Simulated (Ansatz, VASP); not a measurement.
**One calculation of TiB2, two programs**

The input INCAR:

```
SYSTEM = TiB2
ALGO = Normal ; EDIFF = 1E-7
ENCUT = 520 ; GGA = PE
ISIF = 2 ; ISMEAR = 0
LASPH = .TRUE. ; LCHARG = .FALSE.
LREAL = .FALSE. ; LWAVE = .FALSE.
NBANDS = 16 ; NELM = 60
PREC = Accurate ; SIGMA = 0.1
```

The input KPOINTS:

```
k-points
0
G
  15 15 14
  0 0 0
```

File POSCAR:

```
TiB2
1.0
    3.0292000000      0.0000000000      0.0000000000
   -1.5146000000      2.6233641531      0.0000000000
    0.0000000000      0.0000000000      3.2284000000
Ti B
1 2
Direct
    0.0000000000      0.0000000000      0.0000000000
    0.3333333333      0.6666666667      0.5000000000
    0.6666666667      0.3333333333      0.5000000000
```

Input for Ansatz:

```yaml
crystal:
  lattice:
    - [3.0292, 0.0, 0.0]
    - [-1.5146, 2.6233641531, 0.0]
    - [0.0, 0.0, 3.2284]
  atoms:
    - { symbol: Ti, position: [0.0, 0.0, 0.0] }
    - { symbol: B, position: [0.3333333333, 0.6666666667, 0.5] }
    - { symbol: B, position: [0.6666666667, 0.3333333333, 0.5] }
basis:
  ecutwfc: 420
kpoints:
  mp_grid: { grid: [15, 15, 14] }
hamiltonian:
  xc: pbe
scf:
  occupations: { method: gaussian, width: 0.1 }
output:
  forces: true
  stress: true
  eigenvalues: true
  populations: true
  write_density: true
  write_potential: true
  elf: true
  volumetric_format: npy
```

Alike in both runs: task single point; functional PBE; k mesh 15 × 15 × 14; occupations gaussian, width 0.1 eV; no spin polarisation.

|  | VASP | Ansatz |
| --- | --- | --- |
| version | VASP 6.6.1 | Ansatz 0.2.0 |
| potentials or method | VASP PAW PBE potentials, release 64 (Ti_sv, B), cutoff 520 eV | scalar-relativistic, plane waves, PAW |
| valence electrons in the cell | 18 | 18 |

```csv
,VASP,Ansatz,Ansatz less VASP
gap on the k mesh at the Fermi level (eV),none,none,-
pressure (GPa),0.4,0.2,-0.18
"traceless stress, the component that is largest in VASP (GPa)",-0.67,-0.69,-0.016
```

A gap of «none» marks a metal or a gap that the smearing closes. With one functional, cell and mesh, what is left measures potentials, basis and numerics.
